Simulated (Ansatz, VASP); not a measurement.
**Two plane-wave programs on WC**

The input INCAR:

```
SYSTEM = WC
  ALGO = Normal
  EDIFF = 1E-6
  ENCUT = 520
  GGA = PE
  ISIF = 2
  ISMEAR = 0
  LASPH = .True.
  LCHARG = .True.
  LELF = .True.
  LREAL = .False.
  LVHAR = .True.
  LWAVE = .False.
  NBANDS = 16
  NELM = 80
  PREC = Accurate
  SIGMA = 0.15
```

The input KPOINTS:

```
k-points
0
Gamma
  24 24 24
  0 0 0
```

File POSCAR:

```
WC
1.0
    0.0000000000      2.1243105320      2.1900108577
    2.1900108577      0.0000000000      2.1900108577
    2.1900108577      2.1243105320      0.0000000000
W C
1 1
Direct
    0.0000000000      0.0000000000      0.0000000000
    0.5000000000      0.5000000000      0.5000000000
```

Input for Ansatz:

```yaml
crystal:
  lattice:
    - [0.0, 2.124310532, 2.1900108577]
    - [2.1900108577, 0.0, 2.1900108577]
    - [2.1900108577, 2.124310532, 0.0]
  atoms:
    - { symbol: W, position: [0.0, 0.0, 0.0] }
    - { symbol: C, position: [0.5, 0.5, 0.5] }
basis:
  ecutwfc: 420
kpoints:
  mp_grid: { grid: [24, 24, 24] }
hamiltonian:
  xc: pbe
scf:
  occupations: { method: gaussian, width: 0.15 }
output:
  forces: true
  stress: true
  eigenvalues: true
  write_density: true
  write_potential: true
  elf: true
  volumetric_format: npy
```

Change from the starting cell: strain -0.0300 x Voigt [0, 1, 0, 0, 0, 0], atoms carried along.

Alike in both runs: task single point; functional PBE; k mesh 24 × 24 × 24; occupations gaussian, width 0.15 eV; no spin polarisation.

|  | VASP | Ansatz |
| --- | --- | --- |
| version | VASP 6.6.1 | Ansatz 0.2.0 |
| potentials or method | VASP PAW PBE potentials, release 64 (W_sv, C), cutoff 520 eV | scalar-relativistic, plane waves, PAW |
| valence electrons in the cell | 18 | 18 |

VASP gave:

* gap on the k mesh at the Fermi level (eV): none
* pressure (GPa): 13.7
* traceless stress, the component that is largest in VASP (GPa): 14.11

Question: Which values does Ansatz return?

Answer: gap on the k mesh at the Fermi level (eV): none; pressure (GPa): 12.7; traceless stress, the component that is largest in VASP (GPa): 14.04.

A gap of «none» marks a metal or a gap that the smearing closes. The functional is the same, so the differences come from potentials, cutoffs and numerics.

Neither program's run includes spin-orbit coupling.
